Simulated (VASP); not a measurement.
Write the native input for VASP 6.6.1 that does the following.

* Task: single point
* Functional: PBE
* Potentials or basis: VASP PAW PBE potentials, release 64 (Rh_pv)
* Cutoff: 520 eV
* k mesh: 13 × 13 × 1
* Occupations: fermi-dirac, width 0.05 eV
* Spin: no spin polarisation
* Dipole correction: yes
* Further INCAR settings: ALGO = Normal; EDIFF = 1e-06; NBANDS = 22

The structure of Rh lies in POSCAR:

```
Rh
1.0
    2.6588071601      0.0000000000      0.0000000000
   -0.8862690534      2.5067474304      0.0000000000
    0.0000000000      0.0000000000     18.1709000000
Rh
2
Direct
    0.2500000000      0.2500000000      0.4435143558
    0.7500000000      0.7500000000      0.5564856442
```

These files were run (other wordings do the same):

INCAR

```
SYSTEM = Rh
PREC = Accurate
ENCUT = 520
EDIFF = 1E-6
ISMEAR = -1
SIGMA = 0.05
LREAL = .FALSE.
LASPH = .TRUE.
NELM = 100
ALGO = Normal
ISIF = 2
LWAVE = .FALSE.
LCHARG = .TRUE.
LDIPOL = .TRUE.
IDIPOL = 3
DIPOL = 0.5 0.5 0.500
GGA = PE
LELF = .TRUE.
LVHAR = .TRUE.
LVACPOTAV = .TRUE.
NBANDS = 22
```

KPOINTS

```
regular mesh
0
G
  13 13 1
  0 0 0
```

Potentials or basis: VASP PAW PBE potentials, release 64 (Rh_pv).

The run is started by

```sh
$ cat potpaw_PBE.64/Rh_pv/POTCAR > POTCAR
$ mpirun -np 1 vasp_std > vasp.out
```

Results of the run:

```
Largest force          : 0.005 eV/Å
Band gap on the k mesh : zero (band 15 reaches -0.15 eV, above the bottom of band 16 at -2.09 eV)
```

Run time: 78 s on 1 thread of Intel(R) Xeon(R) 6975P-C (Granite Rapids), on a shared host, peak memory 0.28 GiB.
